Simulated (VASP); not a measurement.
A run of VASP 6.6.1:

INCAR

```
SYSTEM = Sb
PREC     = Accurate       ! precision mode
ENCUT    = 500            ! plane-wave cutoff, eV
EDIFF    = 1E-6           ! SCF threshold, eV
ISMEAR   = 0              ! smearing method
SIGMA    = 0.1            ! smearing width, eV
LREAL    = .FALSE.        ! projectors in reciprocal space
LASPH    = .TRUE.         ! aspherical terms in the spheres
NELM     = 120            ! most SCF steps
ALGO     = Normal         ! electronic algorithm
ISIF     = 2              ! what is computed and relaxed
LWAVE    = .FALSE.        ! write WAVECAR
LCHARG   = .FALSE.        ! write CHGCAR
GGA      = PE             ! functional
NBANDS   = 12             ! bands
GGA_COMPAT= .FALSE.
```

The input KPOINTS:

```
Automatic mesh
0
G
  2 2 2
  0 0 0
```

File POSCAR:

```
Sb
1.0
    3.1224020000      0.0000000000      0.0000000000
    0.0000000000      4.3475180000      0.0000000000
   -0.0389150000      0.0000000000      4.4058520000
Sb
2
Direct
    0.9886110000      0.7500000000      0.7588340000
    0.0113890000      0.2500000000      0.2411660000
```

Potentials or basis: VASP PAW PBE potentials, release 64 (Sb).

The run is started by

```bash
$ cat potpaw_PBE.64/Sb/POTCAR > POTCAR
$ mpirun -np 1 vasp_std > vasp.out
```

Hardware: 1 thread of Intel Xeon 6975P-C (shared host).

How long does it take, and how much memory?

Run time: 3.7 s on 1 thread of Intel Xeon 6975P-C, with other jobs on the host, peak memory 0.15 GiB. Counts: scf iterations 10, k points 8.
